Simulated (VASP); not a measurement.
Runs of VASP 6.6.1 on LiH. The structure is that of space group P6_3/mmc (No. 194), or close to it. The cells are those of the table. 

```csv
task,level,potentials or basis,cell,k mesh,cutoff (eV),smearing,grid for exact exchange (PRECFOCK),share of exact exchange,screening parameter,gap on the mesh (eV),pressure (GPa),relaxed volume (Å³/atom)
relaxation of cell and atoms,LDA,"VASP PAW LDA potentials, release 64 (Li_sv, H)","relaxed from a = 3.253, b = 3.253, c = 4.072 Å, angles 90.0, 90.0, 120.0°, 4 atoms",12 × 12 × 6,600,fermi-dirac 0.02 eV,-,-,-,(b),0.0,8.61
relaxation of cell and atoms,PBE,"VASP PAW PBE potentials, release 64 (Li_sv, H)","relaxed from a = 2.561, b = 2.561, c = 3.202 Å, angles 90.0, 90.0, 120.0°, 4 atoms",12 × 12 × 8,600,fermi-dirac 0.02 eV,-,-,-,1.56,0.0,8.35
relaxation of cell and atoms,r2SCAN,"VASP PAW PBE potentials, release 64 (Li_sv, H)","relaxed from a = 3.253, b = 3.253, c = 4.072 Å, angles 90.0, 90.0, 120.0°, 4 atoms",12 × 12 × 6,600,fermi-dirac 0.02 eV,-,-,-,2.25,0.0,(a)
single point,LDA,"VASP PAW LDA potentials, release 64 (Li_sv, H)","a = 3.179, b = 3.179, c = 3.967 Å, angles 90.0, 90.0, 120.0°, 4 atoms",12 × 12 × 6,520,fermi-dirac 0.02 eV,-,-,-,1.28,-,-
single point,HSE06,"VASP PAW PBE potentials, release 64 (Li_sv, H)","a = 3.255, b = 3.255, c = 4.069 Å, angles 90.0, 90.0, 120.0°, 4 atoms",6 × 6 × 4,520,gaussian 0.01 eV,Normal,0.25,0.2079 1/Å,2.74,-,-
single point,PBE0,"VASP PAW PBE potentials, release 64 (Li_sv, H)","a = 3.255, b = 3.255, c = 4.069 Å, angles 90.0, 90.0, 120.0°, 4 atoms",6 × 6 × 4,520,gaussian 0.01 eV,Normal,0.25,-,3.45,-,-
single point,PBE,"VASP PAW PBE potentials, release 64 (Li_sv, H)","a = 3.253, b = 3.253, c = 4.072 Å, angles 90.0, 90.0, 120.0°, 4 atoms",12 × 12 × 8,520,fermi-dirac 0.02 eV,-,-,-,1.84,-,-
```

Alike in all rows: no spin polarisation.

Problem. Estimate the missing entries.

Solution. (a) 9.21; (b) 1.26.

Caveats: the cutoff is under 1.25 times the usual one of these potentials, so pressure, stress and relaxed cells hold a basis-set (Pulay) error; the PAW data sets were made with another functional, which shifts forces and pressure a little (at least some runs); the volume moved by over 15 % at a fixed basis, so the end points are rough (at least some runs).

A k mesh can miss the band edges.
